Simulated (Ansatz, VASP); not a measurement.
**Ir in VASP and in Ansatz**

File POSCAR:

```
Ir
1.0
    0.0000000000      1.8960714079      1.8960714079
    1.8960714079      0.0000000000      1.8960714079
    1.8960714079      1.8960714079      0.0000000000
Ir
1
Direct
    0.0000000000      0.0000000000      0.0000000000
```

File INCAR.step1:

```
SYSTEM = Ir
PREC = Accurate ; ENCUT = 550
ISMEAR = 0 ; SIGMA = 0.05
LREAL = .False. ; LASPH = .True.
NELM = 120 ; NBANDS = 14
GGA = PE ; ALGO = Normal
EDIFF = 1E-5 ; LWAVE = .True.
LCHARG = .False. ; GGA_COMPAT = .False.
```

Contents of INCAR.step2:

```
SYSTEM = Ir
PREC = Accurate ; ENCUT = 550
EDIFF = 1E-6 ; ISMEAR = 0
SIGMA = 0.05 ; LREAL = .False.
LASPH = .True. ; NELM = 120
ALGO = Normal ; ISIF = 2
LWAVE = .False. ; LCHARG = .False.
METAGGA = R2SCAN ; LMIXTAU = .True.
NBANDS = 14 ; ISTART = 1
GGA_COMPAT = .False.
```

Contents of KPOINTS:

```
regular mesh
0
Gamma
  20 20 20
  0 0 0
```

Input for Ansatz:

```yaml
crystal:
  lattice:
    - [0.0, 1.8960714081, 1.8960714081]
    - [1.8960714081, 0.0, 1.8960714081]
    - [1.8960714081, 1.8960714081, 0.0]
  atoms:
    - { symbol: Ir, position: [0.0, 0.0, 0.0] }
basis:
  ecutwfc: 500
  ecutrho_ratio: 4
kpoints:
  mp_grid: { grid: [20, 20, 20] }
hamiltonian:
  xc: r2scan
scf:
  occupations: { method: gaussian, width: 0.05 }
output:
  forces: true
  stress: true
  eigenvalues: true
```

Alike in both runs: task single point; functional r2SCAN; k mesh 20 × 20 × 20; occupations gaussian, width 0.05 eV; no spin polarisation.

|  | VASP | Ansatz |
| --- | --- | --- |
| version | VASP 6.6.1 | Ansatz 0.2.0 |
| potentials or method | VASP PAW PBE potentials, release 64 (Ir_sv_GW), cutoff 550 eV | scalar-relativistic, plane waves, PAW |
| valence electrons in the cell | 17 | 17 |

|  | VASP | Ansatz | Ansatz less VASP |
| --- | --- | --- | --- |
| gap on the k mesh at the Fermi level (eV) | none | none | - |
| pressure (GPa) | 14.8 | 17.0 | +2.23 |

VASP's potentials were made for PBE, not for r2SCAN. A gap of «none» marks a metal or a gap that the smearing closes.

Neither program's run includes spin-orbit coupling.
